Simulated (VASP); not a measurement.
# Te (P3_121) in VASP: a series of runs

Te is run at these levels: r2SCAN; tasks: single point.

All numbers are computed with VASP 6.6.1; they aren't measurements. Logs are shortened: lines on timing, memory, paths and dates and some standing lists are left out, and cuts for length are marked.

### 1 The cell of the first run

The structure is trigonal, space group P3_121 (No. 152). Conventional cell: a = 4.471 Å, b = 4.471 Å, c = 5.949 Å, α = 90.00°, β = 90.00°, γ = 120.00°. Within 3.8 Å of Te (site symmetry 2) lie 6 Te at 2.85 to 3.50 Å.

### 2 Single point, r2SCAN

POSCAR

```
Te
1.0
    4.4712577270      0.0000000000      0.0000000000
   -2.2356288635      3.8722227785      0.0000000000
    0.0000000000      0.0000000000      5.9487470213
Te
3
Direct
    0.2641920653      0.0000000000      0.3333333333
    0.0000000000      0.2641920653      0.6666666667
    0.7358079347      0.7358079347      0.0000000000
```

INCAR.step1

```
SYSTEM = Te
  PREC = Accurate
  ENCUT = 520
  ISMEAR = 0
  SIGMA = 0.01
  LREAL = .False.
  LASPH = .True.
  NELM = 60
  NBANDS = 16
  GGA = PE
  ALGO = Normal
  EDIFF = 1E-4
  LWAVE = .True.
  LCHARG = .False.
```

INCAR.step2

```
SYSTEM = Te
  PREC = Accurate
  ENCUT = 520
  EDIFF = 1E-7
  ISMEAR = 0
  SIGMA = 0.01
  LREAL = .False.
  LASPH = .True.
  NELM = 60
  ALGO = Normal
  ISIF = 2
  LWAVE = .False.
  LCHARG = .False.
  METAGGA = R2SCAN
  LMIXTAU = .True.
  NBANDS = 16
  ISTART = 1
```

KPOINTS

```
Automatic mesh
0
Gamma
  4 4 4
  0 0 0
```

Potentials or basis: VASP PAW PBE potentials, release 64 (Te).

Command:

```bash
cat potpaw_PBE.64/Te/POTCAR > POTCAR
cp INCAR.step1 INCAR
mpirun -np 1 vasp_std > vasp.out
cp INCAR.step2 INCAR
mpirun -np 1 vasp_std > vasp.out
```

OUTCAR:

```text
SYSTEM = Te
   PREC = Accurate
   ENCUT = 520
   EDIFF = 1E-7
   ISMEAR = 0
   LREAL = .False.
   LASPH = .True.
   NELM = 60
   ISIF = 2
   METAGGA = R2SCAN
   ISTART = 1

 ion  position               nearest neighbor table
   1  0.264  0.000  0.333-   3 2.85   2 2.85   3 3.50   3 3.50   2 3.50   2 3.50
   2  0.000  0.264  0.667-   3 2.85   1 2.85   3 3.50   3 3.50   1 3.50   1 3.50
   3  0.736  0.736  0.000-   1 2.85   2 2.85   1 3.50   2 3.50   2 3.50   1 3.50

  LATTYP: Found a hexagonal cell.
 ALAT       =     4.4712577270
 C/A-ratio  =     1.3304415412

  Lattice vectors:

 A1 = (   4.4712577270,   0.0000000000,   0.0000000000)
 A2 = (  -2.2356288635,   3.8722227785,   0.0000000000)
 A3 = (   0.0000000000,   0.0000000000,   5.9487470213)

Analysis of symmetry for initial positions (statically):
=====================================================================
 Subroutine PRICEL returns:
 Original cell was already a primitive cell.

 Routine SETGRP: Setting up the symmetry group for a
 hexagonal supercell.

 Subroutine GETGRP returns: Found  6 space group operations
 (whereof  2 operations were pure point group operations)
 out of a pool of 24 trial point group operations.

The static configuration has the point symmetry C_2 .
 The point group associated with its full space group is D_3 .

Analysis of symmetry for dynamics (positions and initial velocities):
=====================================================================
 Subroutine PRICEL returns:
 Original cell was already a primitive cell.

 Routine SETGRP: Setting up the symmetry group for a
 hexagonal supercell.

 Subroutine GETGRP returns: Found  6 space group operations
 (whereof  2 operations were pure point group operations)
 out of a pool of 24 trial point group operations.

The dynamic configuration has the point symmetry C_2 .
 The point group associated with its full space group is D_3 .

 Subroutine INISYM returns: Found  6 space group operations
 (whereof  2 operations are pure point group operations),
 and found     1 'primitive' translations

----------------------------------------------------------------------------------------

                                     Primitive cell

  volume of cell :     102.9949

  direct lattice vectors                    reciprocal lattice vectors
     4.471257727  0.000000000  0.000000000     0.223650718  0.129124802  0.000000000
    -2.235628864  3.872222778  0.000000000     0.000000000  0.258249604  0.000000000
     0.000000000  0.000000000  5.948747021     0.000000000  0.000000000  0.168102627

  length of vectors
     4.471257727  4.471257727  5.948747021     0.258249604  0.258249604  0.168102627

  position of ions in fractional coordinates (direct lattice)
     0.264192065  0.000000000  0.333333333
     0.000000000  0.264192065  0.666666667
     0.735807935  0.735807935  0.000000000

  ion indices of the primitive-cell ions
   primitive index   ion index
                 1           1
                 2           2
                 3           3

----------------------------------------------------------------------------------------

 KPOINTS: Automatic mesh

Automatic generation of k-mesh.
 Grid dimensions read from file:
 generate k-points for:    4    4    4

 Generating k-lattice:

  Cartesian coordinates                     Fractional coordinates (reciprocal lattice)
     0.055912679  0.032281201  0.000000000     0.250000000  0.000000000  0.000000000
     0.000000000  0.064562401  0.000000000     0.000000000  0.250000000  0.000000000
     0.000000000  0.000000000  0.042025657     0.000000000  0.000000000  0.250000000

  Length of vectors
     0.064562401  0.064562401  0.042025657

  Shift w.r.t. Gamma in fractional coordinates (k-lattice)
     0.000000000  0.000000000  0.000000000

 Subroutine IBZKPT returns following result:
 ===========================================

 Found     13 irreducible k-points:

 Following reciprocal coordinates:
            Coordinates               Weight
  0.000000  0.000000  0.000000      1.000000
  0.250000  0.000000  0.000000      6.000000
  0.500000  0.000000  0.000000      3.000000
  0.250000  0.250000  0.000000      6.000000
  0.000000  0.000000  0.250000      2.000000
  0.250000  0.000000  0.250000      6.000000
  0.000000  0.250000  0.250000      6.000000
  0.500000  0.000000  0.250000      6.000000
  0.250000  0.250000  0.250000     12.000000
  0.000000  0.000000  0.500000      1.000000
  0.250000  0.000000  0.500000      6.000000
  0.500000  0.000000  0.500000      3.000000
  0.250000  0.250000  0.500000      6.000000
   k-points           NKPTS =     13   k-points in BZ     NKDIM =     13   number of bands    NBANDS=     16
   number of dos      NEDOS =    301   number of ions     NIONS =      3
   total plane-waves  NPLWV =  62208
   dimension x,y,z NGX =    36 NGY =   36 NGZ =   48
   dimension x,y,z NGXF=    72 NGYF=   72 NGZF=   96
   ions per type =               3
   NGX,Y,Z   is equivalent  to a cutoff of  13.39, 13.39, 13.41 a.u.
   NGXF,Y,Z  is equivalent  to a cutoff of  26.77, 26.77, 26.83 a.u.
 SYSTEM =  Te
   PREC   = accura    normal or accurate (medium, high low for compatibility)
   ISTART =      1    job   : 0-new  1-cont  2-samecut
   ICHARG =      0    charge: 1-file 2-atom 10-const
   ISPIN  =      1    spin polarized calculation?
   LNONCOLLINEAR =      F non collinear calculations
   LSORBIT =      F    spin-orbit coupling
   LASPH  =      T    aspherical Exc in radial PAW
   ENCUT  =  520.0 eV  38.22 Ry    6.18 a.u.   8.31  8.31 11.06*2*pi/ulx,y,z
   NELM   =     60;   NELMIN=  2; NELMDL=  0     # of ELM steps
   EDIFF  = 0.1E-06   stopping-criterion for ELM
   LREAL  =      F    real-space projection
   EDIFFG = 0.1E-05   stopping-criterion for IOM
   NSW    =      0    number of steps for IOM
   IBRION =     -1    ionic relax: 0-MD 1-quasi-New 2-CG
   NFREE  =      0    steps in history (QN), initial steepest desc. (CG)
   ISIF   =      2    stress and relaxation
   ISYM   =      2    0-nonsym 1-usesym 2-fastsym
   POTIM  = 0.5000    time-step for ionic-motion
   TEBEG  =    0.0;   TEEND  =   0.0 temperature during run
   PSTRESS=    0.0 pullay stress
   NELECT =      18.0000    total number of electrons
   NUPDOWN=      -1.0000    fix difference up-down
   EMIN   =  10.00;   EMAX   =-10.00  energy-range for DOS
   EFERMI =   0.00;   METHOD = LEGACY
   ISMEAR =     0;   SIGMA  =   0.01  broadening in eV -4-tet -1-fermi 0-gaus
   EFERMI_NEDOS =   21; number of points for ismear=-14 and -15
   IALGO  =     38    algorithm
   IMIX   =      4    mixing-type and parameters
     AMIX     =   0.40;   BMIX     =  1.00
     AMIX_MAG =   1.60;   BMIX_MAG =  1.00
  volume/ion in A,a.u.               =      34.33       231.68
  Fermi-wavevector in a.u.,A,eV,Ry     =   0.915294  1.729654 11.398452  0.837763
  Thomas-Fermi vector in A             =   2.040019
   LORBIT       =      0    0 simple, 1 ext, 2 COOP (PROOUT), +10 PAW based schemes
   METAGGA = R2SCAN    functional components
   LHFCALC =     F    Hartree Fock is set to
   AEXX    =    0.0000 exact exchange contribution
   IVDW    =     0    specifies the selected vdW correction
   LEPSILON=     F    determine dielectric tensor
   LRPA    =     F    only Hartree local field effects (RPA)
 non-spin polarized calculation
 Gauss-broadening in eV      SIGMA  =   0.01
  energy-cutoff  :      520.00
  volume of cell :      102.99
 maximum number of plane-waves:      2854
 NGX is ok and might be reduce to    36
   NGX = 17   NGY = 17   NGZ = 23

 number of electron      17.9999997 magnetization

 Free energy of the ion-electron system (eV)
  ---------------------------------------------------
  ext. energy  EPLUGINS =         0.00000000
  ---------------------------------------------------
  free energy    TOTEN  =       -76.23161811 eV

  energy without entropy =      -76.23161811  energy(sigma->0) =      -76.23161811

 E-fermi :   5.4997     XC(G=0):  -9.4363

 val. band max:        5.4427123118   @ k =   0.5000   0.0000   0.5000
 cond. band min:       6.2600935331   @ k =   0.0000   0.0000   0.5000
 fundamental gap:      0.8173812213
 Fermi energy:         5.4996616199

 k-point     1 :       0.0000    0.0000    0.0000
  band No.  band energies     occupation
      1      -8.4841      2.00000
      2      -4.9887      2.00000
      3      -4.9887      2.00000
      4       2.4405      2.00000
      5       2.7714      2.00000
      6       2.7714      2.00000
[... 8 lines left out ...]
     15      12.2002      0.00000
     16      12.4259      0.00000

 k-point     2 :       0.2500    0.0000    0.0000
  band No.  band energies     occupation
      1      -8.0775      2.00000
      2      -5.1807      2.00000
      3      -4.8719      2.00000
      4       0.8902      2.00000
      5       1.6378      2.00000
      6       2.1518      2.00000
[... 8 lines left out ...]
     15      12.5672      0.00000
     16      13.2262      0.00000

 k-point     3 :       0.5000    0.0000    0.0000
  band No.  band energies     occupation
      1      -7.4444      2.00000
      2      -5.7173      2.00000
      3      -4.7357      2.00000
      4       0.5963      2.00000
      5       1.0792      2.00000
      6       1.9791      2.00000
[... 8 lines left out ...]
     15      14.7890      0.00000
     16      15.1139      0.00000

 k-point     4 :       0.2500    0.2500    0.0000
  band No.  band energies     occupation
      1      -7.4798      2.00000
      2      -5.4178      2.00000
      3      -5.0432      2.00000
      4       0.8028      2.00000
      5       0.8707      2.00000
      6       2.2951      2.00000
[... 8 lines left out ...]
     15      13.6205      0.00000
     16      14.2929      0.00000
[... 115 lines left out ...]
 k-point    11 :       0.2500    0.0000    0.5000
  band No.  band energies     occupation
      1      -7.2592      2.00000
      2      -7.1588      2.00000
      3      -3.5363      2.00000
      4       0.9317      2.00000
      5       1.9849      2.00000
      6       2.3962      2.00000
[... 8 lines left out ...]
     15      12.2857      0.00000
     16      12.9011      0.00000

 k-point    12 :       0.5000    0.0000    0.5000
  band No.  band energies     occupation
      1      -6.9166      2.00000
      2      -6.5454      2.00000
      3      -4.5407      2.00000
      4      -0.1944      2.00000
      5       1.7893      2.00000
      6       1.8915      2.00000
[... 8 lines left out ...]
     15      14.1422      0.00000
     16      14.4415      0.00000

 k-point    13 :       0.2500    0.2500    0.5000
  band No.  band energies     occupation
      1      -6.8350      2.00000
      2      -6.6789      2.00000
      3      -4.4153      2.00000
      4       0.2981      2.00000
      5       0.7890      2.00000
      6       1.0850      2.00000
[... 8 lines left out ...]
     15      12.6019      0.00000
     16      12.7970      0.00000

------------------------ aborting loop because EDIFF is reached ----------------------------------------

  FORCE on cell =-STRESS in cart. coord.  units (eV):
  Direction    XX          YY          ZZ          XY          YZ          ZX
  --------------------------------------------------------------------------------------
  -------------------------------------------------------------------------------------
  Total        0.5666645      0.5666645      0.4785381      0.0000000     -0.0000000      0.0000000
  in kB        8.8149739      8.8149739      7.4440885      0.0000000     -0.0000000      0.0000000
  external PRESSURE =       8.3580121 kB  Pullay stress =       0.0000000 kB

 VOLUME and BASIS-vectors are now :
 -----------------------------------------------------------------------------
  energy-cutoff  :      520.00
  volume of cell :      102.99
      direct lattice vectors                 reciprocal lattice vectors
     4.471257727  0.000000000  0.000000000     0.223650718  0.129124802  0.000000000
    -2.235628864  3.872222778  0.000000000     0.000000000  0.258249604  0.000000000
     0.000000000  0.000000000  5.948747021     0.000000000  0.000000000  0.168102627

 POSITION                                       TOTAL-FORCE (eV/Angst)
 -----------------------------------------------------------------------------------
      1.18127      0.00000      1.98292        -0.007757      0.000000     -0.000000
     -0.59064      1.02301      3.96583         0.003878     -0.006718      0.000000
      1.64499      2.84921      0.00000         0.003878      0.006718      0.000000
 -----------------------------------------------------------------------------------
    total drift:                                0.000000      0.000000      0.000000

  FREE ENERGIE OF THE ION-ELECTRON SYSTEM (eV)
  ---------------------------------------------------
  free  energy   TOTEN  =       -76.2316181081 eV

  energy  without entropy=      -76.2316181081  energy(sigma->0) =      -76.23161811
```

Run time: 57 s. Hardware: 1 thread of AMD EPYC 9R45 (Zen 5), shared host; peak memory 0.22 GiB.

What came out:

| Item | Value |
| --- | --- |
| Free energy | -76.2316 eV |
| Pressure | 0.8 GPa |
| Largest force | 0.008 eV/Å |
| Band gap on the k mesh | 0.82 eV (least direct gap 1.11 eV) |

Forces on the atoms (eV/Å):
```
Te  -0.008  0.000  0.000
Te   0.004 -0.007  0.000
Te   0.004  0.007  0.000
```

Levels at points of the mesh, in eV from the valence-band top:
```tsv
k point	band 5	band 6	band 7	band 8	band 9	band 10	band 11	band 12	band 13	band 14
(0.00, 0.00, 0.00)	-2.67	-2.67	-1.50	-1.50	-0.62	1.34	1.34	2.01	5.55	5.55
(0.50, 0.00, 0.00)	-4.36	-3.46	-3.35	-0.94	-0.68	1.28	1.38	3.59	4.15	8.01
(0.00, 0.00, 0.50)	-2.58	-2.58	-1.23	-0.90	-0.90	0.82	0.99	0.99	4.64	5.95
(0.50, 0.00, 0.50)	-3.65	-3.55	-2.25	-1.92	0.00	1.11	2.27	2.94	5.14	5.94
```

Caveat: the PAW data sets were made with another functional, which shifts forces and pressure a little; spin-orbit coupling is left out, which moves the levels of the heavy elements.

### 3 Single point, r2SCAN

POSCAR is that of step 2.

INCAR.step1

```
SYSTEM = Te
PREC = Accurate ; ENCUT = 520
ISMEAR = 1 ; SIGMA = 0.05
LREAL = .FALSE. ; LASPH = .TRUE.
NELM = 60 ; NBANDS = 16
GGA = PE ; ALGO = Normal
EDIFF = 1E-4 ; LWAVE = .TRUE.
LCHARG = .FALSE.
```

INCAR.step2

```
SYSTEM = Te
PREC = Accurate ; ENCUT = 520
EDIFF = 1E-6 ; ISMEAR = 1
SIGMA = 0.05 ; LREAL = .FALSE.
LASPH = .TRUE. ; NELM = 60
ALGO = Normal ; ISIF = 2
LWAVE = .FALSE. ; LCHARG = .FALSE.
METAGGA = R2SCAN ; LMIXTAU = .TRUE.
NBANDS = 16 ; ISTART = 1
```

KPOINTS

```
Automatic mesh
0
G
  6 6 4
  0 0 0
```

Potentials or basis: VASP PAW PBE potentials, release 64 (Te).

Command:

```bash
cat potpaw_PBE.64/Te/POTCAR > POTCAR
cp INCAR.step1 INCAR
mpirun -np 1 vasp_std > vasp.out
cp INCAR.step2 INCAR
mpirun -np 1 vasp_std > vasp.out
```

It took 83 s on 1 thread of AMD EPYC 9R45 (Zen 5), shared host; peak memory 0.23 GiB.

It converged, with:

```
Free energy            : -76.2288 eV
Pressure               : 0.9 GPa
Band gap on the k mesh : 0.33 eV
```

Stress tensor (GPa, compression positive):
```
0.92 0.00 0.00
0.00 0.92 0.00
0.00 0.00 0.77
```

Levels at points of the mesh, in eV from the valence-band top:
```csv
k point,band 6,band 7,band 8,band 9,band 10,band 11,band 12,band 13
"(0.00, 0.00, 0.00)",-2.86,-1.70,-1.70,-0.81,1.15,1.15,1.82,5.36
"(0.50, 0.00, 0.00)",-3.66,-3.54,-1.13,-0.88,1.09,1.19,3.40,3.96
"(0.00, 0.00, 0.50)",-2.78,-1.43,-1.09,-1.09,0.62,0.79,0.79,4.45
"(0.50, 0.00, 0.50)",-3.74,-2.44,-2.11,-0.19,0.92,2.08,2.75,4.95
```

Caveat: the PAW data sets were made with another functional, which shifts forces and pressure a little; spin-orbit coupling is left out, which moves the levels of the heavy elements.
